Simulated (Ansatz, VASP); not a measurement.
One calculation of Co, two programs

```
Co
1.0
     2.45640    0.00000    0.00000
    -1.22820    2.12730    0.00000
     0.00000    0.00000    3.97209
Co
2
Direct
  0.33333 0.66667 0.25000
  0.66667 0.33333 0.75000
```

Alike in both runs: functional PBEsol; k mesh 20 × 20 × 11; occupations fermi-dirac, width 0.1 eV; collinear spin.

Ansatz relaxed the structure, and its values are those at the end. VASP's run is a single point on that final structure, the one shown.

```csv
,VASP,Ansatz
version,VASP 6.6.1,Ansatz 0.2.0
potentials or method,"VASP PAW PBE potentials, release 64 (Co)","PAW with Ansatz's default frozen-core files, scalar-relativistic"
plane-wave cutoff (eV),520,420
valence electrons in the cell,18,34
```

```csv
,VASP,Ansatz,Ansatz less VASP
pressure (GPa),-0.9,0.0,+0.94
net moment per atom (μB),1.56,1.57,+0.005
size of the moment on the site where the two differ most (μB),1.57,1.63,+0.061
```

VASP's potentials were made for PBE, not for PBEsol. Site moments also hang on the region over which each program counts them. VASP's potentials hold 18 valence electrons a cell and Ansatz's 34, so a difference there can come from the potentials and not from the codes.
